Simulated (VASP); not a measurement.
Set up this calculation in VASP 6.6.1, as the native input.

```
Task                   : relaxation of cell and atoms
Functional             : PBE
Potentials or basis    : VASP PAW PBE potentials, release 64 (Bi_d, S)
Cutoff                 : 600 eV
k mesh                 : 4 × 4 × 4
Occupations            : gaussian, width 0.1 eV
Spin                   : no spin polarisation
Dipole correction      : no
Further INCAR settings : ALGO = Normal; EDIFF = 1e-07; IBRION = 2; EDIFFG = -0.04; NSW = 90; ISIF = 3
```

The structure of BiS4 lies in POSCAR:

```
BiS4
1.0
    5.1548527400      0.0000000000      0.0000000000
    0.0000000000      5.1548527400      0.0000000000
    0.0000000000      0.0000000000      5.1548527400
Bi S
1 4
Direct
    0.0000000000      0.0000000000      0.0000000000
    0.2500000000      0.2500000000      0.2500000000
    0.7500000000      0.7500000000      0.2500000000
    0.2500000000      0.7500000000      0.7500000000
    0.7500000000      0.2500000000      0.7500000000
```

The cell was generated, and may not be a known phase.

These files were run (other wordings do the same):

INCAR

```
PREC     = Accurate       # precision mode
ENCUT    = 600            # plane-wave cutoff, eV
EDIFF    = 1E-7           # SCF threshold, eV
ISMEAR   = 0              # smearing method
SIGMA    = 0.1            # smearing width, eV
LREAL    = False          # projectors in reciprocal space
LASPH    = True           # aspherical terms in the spheres
NELM     = 60             # most SCF steps
ALGO     = Normal         # electronic algorithm
ISIF     = 3              # what is computed and relaxed
LWAVE    = False          # write WAVECAR
LCHARG   = False          # write CHGCAR
GGA      = PE             # functional
IBRION   = 2              # ionic algorithm
NSW      = 90             # ionic steps
EDIFFG   = -0.04          # ionic threshold
```

KPOINTS

```
regular mesh
0
Gamma
  4 4 4
```

Potentials or basis: VASP PAW PBE potentials, release 64 (Bi_d, S).

Launch:

```sh
$ cat potpaw_PBE.64/Bi_d/POTCAR potpaw_PBE.64/S/POTCAR > POTCAR
$ mpirun -np 1 vasp_std > vasp.out
```

It gave:

| Quantity | Value |
| --- | --- |
| Relaxed volume | 23.52 Å³/atom |
| Relaxed cell | a = 4.900 Å, b = 4.900 Å, c = 4.900 Å, α = 90.00°, β = 90.00°, γ = 90.00° |
| Space group after relaxing (to 0.1 Å) | P-43m (No. 215) |
| Energy gained by relaxing | 526.2 meV/atom |
| Ionic steps | 22 |
| Pressure after relaxing | 0.1 GPa |
| Band gap on the k mesh | zero (an odd number of electrons rules out a gap without spin polarisation) |

Caveat: spin-orbit coupling is left out, which moves the levels of the heavy elements.

Wall time 5.5 min on 1 thread of Intel(R) Xeon(R) 6975P-C (Granite Rapids), on a shared host, peak memory 0.28 GiB.
